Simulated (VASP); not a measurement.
# SbMo (Fm-3m) in VASP: a series of runs

SbMo is run at these levels: PBE, r2SCAN; tasks: single point.

All numbers are computed with VASP 6.6.1; they aren't measurements. Logs are shortened: lines on timing, memory, paths and dates and some standing lists are left out, and cuts for length are marked.

## Step 1: The cell of the first run

The structure is cubic, space group Fm-3m (No. 225). The conventional cell has a = 5.646 Å, b = 5.646 Å, c = 5.646 Å, α = 90.00°, β = 90.00°, γ = 90.00°. Within 3.7 Å of Mo (site symmetry m-3m) lie 6 Sb at 2.82 Å. Within 3.7 Å of Sb (site symmetry m-3m) lie 6 Mo at 2.82 Å.

## Step 2: Single point, PBE (volume scaled by 1.070)

Input file INCAR:

```
SYSTEM = SbMo
  ALGO = Normal
  EDIFF = 1E-6
  ENCUT = 520
  GGA = PE
  ISIF = 2
  ISMEAR = 0
  LASPH = .TRUE.
  LCHARG = .TRUE.
  LELF = .TRUE.
  LREAL = .FALSE.
  LVHAR = .TRUE.
  LWAVE = .FALSE.
  NBANDS = 16
  NELM = 80
  PREC = Accurate
  SIGMA = 0.05
```

Input file KPOINTS:

```
k-points
0
G
  10 10 10
  0 0 0
```

Input file POSCAR:

```
SbMo
1.0
    0.0000000000      2.8230830758      2.8230830758
    2.8230830758      0.0000000000      2.8230830758
    2.8230830758      2.8230830758      0.0000000000
Mo Sb
1 1
Direct
    0.5000000000      0.5000000000      0.5000000000
    0.0000000000      0.0000000000      0.0000000000
```

Potentials or basis: VASP PAW PBE potentials, release 64 (Mo_sv, Sb).

Started as:

```bash
> cat potpaw_PBE.64/Mo_sv/POTCAR potpaw_PBE.64/Sb/POTCAR > POTCAR
> mpirun -np 1 vasp_std > vasp.out
```

OUTCAR:

```text
SYSTEM = SbMo
   EDIFF = 1E-6
   ENCUT = 520
   GGA = PE
   ISIF = 2
   ISMEAR = 0
   LASPH = .TRUE.
   LREAL = .FALSE.
   NELM = 80
   PREC = Accurate

 ion  position               nearest neighbor table
   1  0.500  0.500  0.500-   2 2.82   2 2.82   2 2.82   2 2.82   2 2.82   2 2.82
   2  0.000  0.000  0.000-   1 2.82   1 2.82   1 2.82   1 2.82   1 2.82   1 2.82

  LATTYP: Found a face centered cubic cell.
 ALAT       =     5.6461661516

  Lattice vectors:

 A1 = (   0.0000000000,   2.8230830758,   2.8230830758)
 A2 = (   2.8230830758,   0.0000000000,   2.8230830758)
 A3 = (   2.8230830758,   2.8230830758,   0.0000000000)

Analysis of symmetry for initial positions (statically):
=====================================================================
 Subroutine PRICEL returns:
 Original cell was already a primitive cell.

 Routine SETGRP: Setting up the symmetry group for a
 face centered cubic supercell.

 Subroutine GETGRP returns: Found 48 space group operations
 (whereof 48 operations were pure point group operations)
 out of a pool of 48 trial point group operations.

The static configuration has the point symmetry O_h .

Analysis of symmetry for dynamics (positions and initial velocities):
=====================================================================
 Subroutine PRICEL returns:
 Original cell was already a primitive cell.

 Routine SETGRP: Setting up the symmetry group for a
 face centered cubic supercell.

 Subroutine GETGRP returns: Found 48 space group operations
 (whereof 48 operations were pure point group operations)
 out of a pool of 48 trial point group operations.

The dynamic configuration has the point symmetry O_h .

 Subroutine INISYM returns: Found 48 space group operations
 (whereof 48 operations are pure point group operations),
 and found     1 'primitive' translations

----------------------------------------------------------------------------------------

                                     Primitive cell

  volume of cell :      44.9988

  direct lattice vectors                    reciprocal lattice vectors
     0.000000000  2.823083076  2.823083076    -0.177111331  0.177111331  0.177111331
     2.823083076  0.000000000  2.823083076     0.177111331 -0.177111331  0.177111331
     2.823083076  2.823083076  0.000000000     0.177111331  0.177111331 -0.177111331

  length of vectors
     3.992442374  3.992442374  3.992442374     0.306765823  0.306765823  0.306765823

  position of ions in fractional coordinates (direct lattice)
     0.500000000  0.500000000  0.500000000
     0.000000000  0.000000000  0.000000000

  ion indices of the primitive-cell ions
   primitive index   ion index
                 1           1
                 2           2

----------------------------------------------------------------------------------------

 KPOINTS: k-points

Automatic generation of k-mesh.
 Grid dimensions read from file:
 generate k-points for:   10   10   10

 Generating k-lattice:

  Cartesian coordinates                     Fractional coordinates (reciprocal lattice)
    -0.017711133  0.017711133  0.017711133     0.100000000  0.000000000  0.000000000
     0.017711133 -0.017711133  0.017711133     0.000000000  0.100000000  0.000000000
     0.017711133  0.017711133 -0.017711133     0.000000000  0.000000000  0.100000000

  Length of vectors
     0.030676582  0.030676582  0.030676582

  Shift w.r.t. Gamma in fractional coordinates (k-lattice)
     0.000000000  0.000000000  0.000000000

 Subroutine IBZKPT returns following result:
 ===========================================

 Found     47 irreducible k-points:

 Following reciprocal coordinates:
            Coordinates               Weight
  0.000000  0.000000  0.000000      1.000000
  0.100000  0.000000  0.000000      8.000000
  0.200000  0.000000  0.000000      8.000000
  0.300000  0.000000  0.000000      8.000000
  0.400000  0.000000  0.000000      8.000000
  0.500000  0.000000  0.000000      4.000000
[... 16 lines left out ...]
  0.300000  0.300000  0.000000      6.000000
  0.400000  0.300000  0.000000     24.000000
 [... further k-points ...]
   k-points           NKPTS =     47   k-points in BZ     NKDIM =     47   number of bands    NBANDS=     16
   number of dos      NEDOS =    301   number of ions     NIONS =      2
   total plane-waves  NPLWV =  27000
   dimension x,y,z NGX =    30 NGY =   30 NGZ =   30
   dimension x,y,z NGXF=    60 NGYF=   60 NGZF=   60
   ions per type =               1   1
   NGX,Y,Z   is equivalent  to a cutoff of  12.49, 12.49, 12.49 a.u.
   NGXF,Y,Z  is equivalent  to a cutoff of  24.98, 24.98, 24.98 a.u.
 SYSTEM =  SbMo
   PREC   = accura    normal or accurate (medium, high low for compatibility)
   ISTART =      0    job   : 0-new  1-cont  2-samecut
   ICHARG =      2    charge: 1-file 2-atom 10-const
   ISPIN  =      1    spin polarized calculation?
   LNONCOLLINEAR =      F non collinear calculations
   LSORBIT =      F    spin-orbit coupling
   LASPH  =      T    aspherical Exc in radial PAW
   ENCUT  =  520.0 eV  38.22 Ry    6.18 a.u.   7.42  7.42  7.42*2*pi/ulx,y,z
   NELM   =     80;   NELMIN=  2; NELMDL= -5     # of ELM steps
   EDIFF  = 0.1E-05   stopping-criterion for ELM
   LREAL  =      F    real-space projection
   EDIFFG = 0.1E-04   stopping-criterion for IOM
   NSW    =      0    number of steps for IOM
   IBRION =     -1    ionic relax: 0-MD 1-quasi-New 2-CG
   NFREE  =      0    steps in history (QN), initial steepest desc. (CG)
   ISIF   =      2    stress and relaxation
   ISYM   =      2    0-nonsym 1-usesym 2-fastsym
   POTIM  = 0.5000    time-step for ionic-motion
   TEBEG  =    0.0;   TEEND  =   0.0 temperature during run
   PSTRESS=    0.0 pullay stress
   NELECT =      19.0000    total number of electrons
   NUPDOWN=      -1.0000    fix difference up-down
   EMIN   =  10.00;   EMAX   =-10.00  energy-range for DOS
   EFERMI =   0.00;   METHOD = LEGACY
   ISMEAR =     0;   SIGMA  =   0.05  broadening in eV -4-tet -1-fermi 0-gaus
   EFERMI_NEDOS =   21; number of points for ismear=-14 and -15
   IALGO  =     38    algorithm
   IMIX   =      4    mixing-type and parameters
     AMIX     =   0.40;   BMIX     =  1.00
     AMIX_MAG =   1.60;   BMIX_MAG =  1.00
  volume/ion in A,a.u.               =      22.50       151.83
  Fermi-wavevector in a.u.,A,eV,Ry     =   1.228172  2.320908 20.523102  1.508405
  Thomas-Fermi vector in A             =   2.363107
   LORBIT       =      0    0 simple, 1 ext, 2 COOP (PROOUT), +10 PAW based schemes
   GGA     = PE    functional components
   LHFCALC =     F    Hartree Fock is set to
   AEXX    =    0.0000 exact exchange contribution
   IVDW    =     0    specifies the selected vdW correction
   LEPSILON=     F    determine dielectric tensor
   LRPA    =     F    only Hartree local field effects (RPA)
 non-spin polarized calculation
 Gauss-broadening in eV      SIGMA  =   0.05
  energy-cutoff  :      520.00
  volume of cell :       45.00
 maximum number of plane-waves:      1243
 NGX is ok and might be reduce to    30
   NGX = 15   NGY = 15   NGZ = 15

 number of electron      18.9999999 magnetization

 Free energy of the ion-electron system (eV)
  ---------------------------------------------------
  ext. energy  EPLUGINS =         0.00000000
  ---------------------------------------------------
  free energy    TOTEN  =       -13.39580230 eV

  energy without entropy =      -13.39145465  energy(sigma->0) =      -13.39362847

 E-fermi :   9.1953     XC(G=0): -11.0908

 val. band max:        9.1853996552   @ k =  -0.3000   0.5000   0.2000
 cond. band min:       9.1995803022   @ k =   0.5000   0.1000   0.0000
 fundamental gap:      0.0141806470
 Fermi energy:         9.1953000907

 k-point     1 :       0.0000    0.0000    0.0000
  band No.  band energies     occupation
      1     -51.7809      2.00000
      2     -25.8867      2.00000
      3     -25.8867      2.00000
      4     -25.8867      2.00000
      5      -2.3236      2.00000
      6       7.9598      2.00000
[... 8 lines left out ...]
     15      16.3750      0.00000
     16      20.0211      0.00000

 k-point     2 :       0.1000    0.0000    0.0000
  band No.  band energies     occupation
      1     -51.7806      2.00000
      2     -25.8908      2.00000
      3     -25.8867      2.00000
      4     -25.8867      2.00000
      5      -2.1872      2.00000
      6       7.5728      2.00000
[... 8 lines left out ...]
     15      16.4893      0.00000
     16      19.1765      0.00000

 k-point     3 :       0.2000    0.0000    0.0000
  band No.  band energies     occupation
      1     -51.7801      2.00000
      2     -25.9015      2.00000
      3     -25.8869      2.00000
      4     -25.8869      2.00000
      5      -1.7916      2.00000
      6       6.4647      2.00000
[... 8 lines left out ...]
     15      17.4131      0.00000
     16      18.2244      0.00000

 k-point     4 :       0.3000    0.0000    0.0000
  band No.  band energies     occupation
      1     -51.7794      2.00000
      2     -25.9146      2.00000
      3     -25.8871      2.00000
      4     -25.8871      2.00000
      5      -1.1880      2.00000
      6       5.0838      2.00000
[... 8 lines left out ...]
     15      16.9708      0.00000
     16      16.9708      0.00000

 k-point     5 :       0.4000    0.0000    0.0000
  band No.  band energies     occupation
      1     -51.7788      2.00000
      2     -25.9253      2.00000
      3     -25.8872      2.00000
      4     -25.8872      2.00000
      5      -0.5165      2.00000
      6       3.8817      2.00000
[... 8 lines left out ...]
     15      15.9237      0.00000
     16      15.9237      0.00000

 k-point     6 :       0.5000    0.0000    0.0000
  band No.  band energies     occupation
      1     -51.7786      2.00000
      2     -25.9293      2.00000
      3     -25.8873      2.00000
      4     -25.8873      2.00000
      5      -0.1641      2.00000
      6       3.3455      2.00000
[... 8 lines left out ...]
     15      15.2432      0.00000
     16      15.2432      0.00000

 k-point     7 :       0.1000    0.1000    0.0000
  band No.  band energies     occupation
      1     -51.7806      2.00000
      2     -25.8895      2.00000
      3     -25.8881      2.00000
      4     -25.8881      2.00000
      5      -2.1445      2.00000
      6       7.2646      2.00000
[... 8 lines left out ...]
     15      16.5522      0.00000
     16      18.9625      0.00000

 k-point     8 :       0.2000    0.1000    0.0000
  band No.  band energies     occupation
      1     -51.7801      2.00000
      2     -25.8977      2.00000
      3     -25.8893      2.00000
      4     -25.8877      2.00000
      5      -1.8440      2.00000
      6       6.4177      2.00000
[... 8 lines left out ...]
     15      17.1040      0.00000
     16      17.6053      0.00000

 k-point     9 :       0.3000    0.1000    0.0000
  band No.  band energies     occupation
      1     -51.7794      2.00000
      2     -25.9100      2.00000
      3     -25.8899      2.00000
      4     -25.8877      2.00000
      5      -1.3242      2.00000
      6       5.3935      2.00000
[... 8 lines left out ...]
     15      16.4500      0.00000
     16      17.8012      0.00000
[... 172 lines left out ...]
 k-point    19 :       0.5000    0.2000    0.0000
  band No.  band energies     occupation
      1     -51.7782      2.00000
      2     -25.9228      2.00000
      3     -25.8969      2.00000
      4     -25.8924      2.00000
      5      -0.3028      2.00000
      6       4.1101      2.00000
[... 8 lines left out ...]
     15      16.7847      0.00000
     16      18.1121      0.00000

 k-point    20 :      -0.4000    0.2000    0.0000
  band No.  band energies     occupation
      1     -51.7782      2.00000
      2     -25.9231      2.00000
      3     -25.8996      2.00000
      4     -25.8900      2.00000
      5      -0.1846      2.00000
      6       3.9371      2.00000
[... 8 lines left out ...]
     15      17.1923      0.00000
     16      17.7912      0.00000

 k-point    21 :      -0.3000    0.2000    0.0000
  band No.  band energies     occupation
      1     -51.7785      2.00000
      2     -25.9180      2.00000
      3     -25.9006      2.00000
      4     -25.8874      2.00000
      5      -0.5206      2.00000
      6       4.3409      2.00000
[... 8 lines left out ...]
     15      16.9590      0.00000
     16      17.1622      0.00000

 k-point    22 :      -0.2000    0.2000    0.0000
  band No.  band energies     occupation
      1     -51.7791      2.00000
      2     -25.9111      2.00000
      3     -25.8978      2.00000
      4     -25.8857      2.00000
      5      -1.0463      2.00000
      6       5.0673      2.00000
[... 8 lines left out ...]
     15      16.5933      0.00000
     16      16.8629      0.00000

 k-point    23 :       0.3000    0.3000    0.0000
  band No.  band energies     occupation
      1     -51.7787      2.00000
      2     -25.9090      2.00000
      3     -25.8966      2.00000
      4     -25.8966      2.00000
      5      -1.0578      2.00000
      6       4.9654      2.00000
[... 8 lines left out ...]
     15      17.2197      0.00000
     16      19.2376      0.00000

 k-point    24 :       0.4000    0.3000    0.0000
  band No.  band energies     occupation
      1     -51.7782      2.00000
      2     -25.9156      2.00000
      3     -25.8989      2.00000
      4     -25.8979      2.00000
      5      -0.7309      2.00000
      6       4.7708      2.00000
[... 8 lines left out ...]
     15      17.2034      0.00000
     16      19.3150      0.00000

 [... further k-points ...]
[... 5 lines left out ...]
  --------------------------------------------------------------------------------------
  -------------------------------------------------------------------------------------
  Total       -2.0345773     -2.0345773     -2.0345773      0.0000000     -0.0000000      0.0000000
  in kB      -72.4408953    -72.4408953    -72.4408953      0.0000000     -0.0000000      0.0000000
  external PRESSURE =     -72.4408953 kB  Pullay stress =       0.0000000 kB

 VOLUME and BASIS-vectors are now :
 -----------------------------------------------------------------------------
  energy-cutoff  :      520.00
  volume of cell :       45.00
      direct lattice vectors                 reciprocal lattice vectors
     0.000000000  2.823083076  2.823083076    -0.177111331  0.177111331  0.177111331
     2.823083076  0.000000000  2.823083076     0.177111331 -0.177111331  0.177111331
     2.823083076  2.823083076  0.000000000     0.177111331  0.177111331 -0.177111331

 POSITION                                       TOTAL-FORCE (eV/Angst)
 -----------------------------------------------------------------------------------
      2.82308      2.82308      2.82308         0.000000      0.000000      0.000000
      0.00000      0.00000      0.00000        -0.000000     -0.000000     -0.000000
 -----------------------------------------------------------------------------------
    total drift:                                0.000000     -0.000000      0.000000

  FREE ENERGIE OF THE ION-ELECTRON SYSTEM (eV)
  ---------------------------------------------------
  free  energy   TOTEN  =       -13.3958022969 eV

  energy  without entropy=      -13.3914546454  energy(sigma->0) =      -13.39362847
```

Wall time 18 s (1 thread of AMD EPYC 9R45 (Zen 5), shared host); peak memory 0.16 GiB.

What came out:

| Quantity | Value |
| --- | --- |
| Free energy | -13.3958 eV |
| Pressure | -7.2 GPa |

Caveat: spin-orbit coupling is left out, which moves the levels of the heavy elements.

(Continued in part 2 of 2.)
